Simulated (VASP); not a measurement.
Wanted: the native input for a VASP 6.6.1 run.

| Quantity | Value |
| --- | --- |
| Task | single point |
| Functional | PBEsol |
| Potentials or basis | VASP PAW PBE potentials, release 64 (Al, Ga_d, N) |
| Cutoff | 520 eV |
| k mesh | 6 × 6 × 6 |
| Occupations | gaussian, width 0.05 eV |
| Spin | no spin polarisation |
| Dipole correction | no |
| Further INCAR settings | ALGO = Normal; EDIFF = 1e-06; NBANDS = 31 |

The structure of Al3GaN4 lies in POSCAR:

```
Al3GaN4
1.0
    4.3630472571      0.1615208909      0.1615208909
    0.1615208909      4.3630472571      0.1615208909
    0.1615208909      0.1615208909      4.3630472571
Al Ga N
3 1 4
Direct
    0.5000000000      0.5000000000      0.0000000000
    0.5000000000      0.0000000000      0.5000000000
    0.0000000000      0.5000000000      0.5000000000
    0.0000000000      0.0000000000      0.0000000000
    0.7447140287      0.7447140287      0.2552859713
    0.7447140287      0.2552859713      0.7447140287
    0.2552859713      0.7447140287      0.7447140287
    0.2552859713      0.2552859713      0.2552859713
```

One way to write it, as run:

INCAR

```
PREC = Accurate
ENCUT = 520
EDIFF = 1E-6
ISMEAR = 0
SIGMA = 0.05
LREAL = F
LASPH = T
NELM = 80
ALGO = Normal
ISIF = 2
LWAVE = F
LCHARG = T
GGA = PS
LELF = T
LVHAR = T
NBANDS = 31
```

KPOINTS

```
Automatic mesh
0
Gamma
  6 6 6
```

Potentials or basis: VASP PAW PBE potentials, release 64 (Al, Ga_d, N).

Command:

```bash
$ cat potpaw_PBE.64/Al/POTCAR potpaw_PBE.64/Ga_d/POTCAR potpaw_PBE.64/N/POTCAR > POTCAR
$ mpirun -np 1 vasp_std > vasp.out
```

It gave:

The pressure is 10.5 GPa. The largest force is 0.913 eV/Å and the band gap on the k mesh is 2.80 eV, direct.

Caveat: the PAW data sets were made with another functional, which shifts forces and pressure a little.

Run time: 48 s on 1 thread of Intel Xeon 6975P-C (shared host), peak memory 0.22 GiB.
